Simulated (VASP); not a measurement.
Write the native input for VASP 6.6.1 that does the following.

```yaml
Task: single point
Functional: PBE
Dispersion: D3(BJ)
Potentials_or_basis: VASP PAW PBE potentials, release 64 (Al)
Cutoff: 400 eV
k_mesh: 4 × 4 × 1
Occupations: gaussian, width 0.1 eV
Spin: no spin polarisation
Dipole_correction: yes
Further_INCAR_settings: ALGO = Normal; EDIFF = 1e-06; NBANDS = 30; NELMDL = -8
```

The structure of Al lies in POSCAR:

```
Al
1.0
    5.6324246406      0.0000000000      0.0000000000
   -2.8162123203      4.8778228237      0.0000000000
    0.0000000000      0.0000000000     22.5988554614
Al
12
Direct
    0.3333333333      0.1666666667      0.3540002286
    0.3333333333      0.6666666667      0.3540002286
    0.8333333333      0.1666666667      0.3540002286
    0.8333333333      0.6666666667      0.3540002286
    0.6681557650      0.3363115301      0.4574951410
    0.6681557650      0.8318442350      0.4574951410
    0.1666666667      0.3333333333      0.4579857534
    0.1636884699      0.8318442350      0.4574951410
   -0.0040394852      0.5040394852      0.5627260148
   -0.0040394852     -0.0080789703      0.5627260148
    0.5080789703      0.5040394852      0.5627260148
    0.5000000000      0.0000000000      0.5539930806
```

One way to write it, as run:

INCAR

```
SYSTEM = Al
PREC = Accurate
ENCUT = 400
EDIFF = 1E-6
ISMEAR = 0
SIGMA = 0.1
LREAL = .FALSE.
LASPH = .TRUE.
NELM = 120
ALGO = Normal
ISIF = 2
LWAVE = .FALSE.
LCHARG = .FALSE.
LDIPOL = .TRUE.
IDIPOL = 3
DIPOL = 0.5 0.5 0.457
GGA = PE
IVDW = 12
NBANDS = 30
GGA_COMPAT = .FALSE.
NELMDL = -8
```

KPOINTS

```
regular mesh
0
G
  4 4 1
  0 0 0
```

Potentials or basis: VASP PAW PBE potentials, release 64 (Al).

Launch:

```bash
$ cat potpaw_PBE.64/Al/POTCAR > POTCAR
$ mpirun -np 1 vasp_std > vasp.out
```

Results of the run:

```json
{"Largest force": "0.479 eV/Å", "Band gap on the k mesh": "zero (band 18 reaches 0.23 eV, above the bottom of band 19 at -0.49 eV)", "Dispersion energy per atom": "-0.235 eV"}
```

It took 65 s on 1 thread of Intel(R) Xeon(R) 6975P-C (Granite Rapids), with other jobs on the host, peak memory 0.5 GiB.
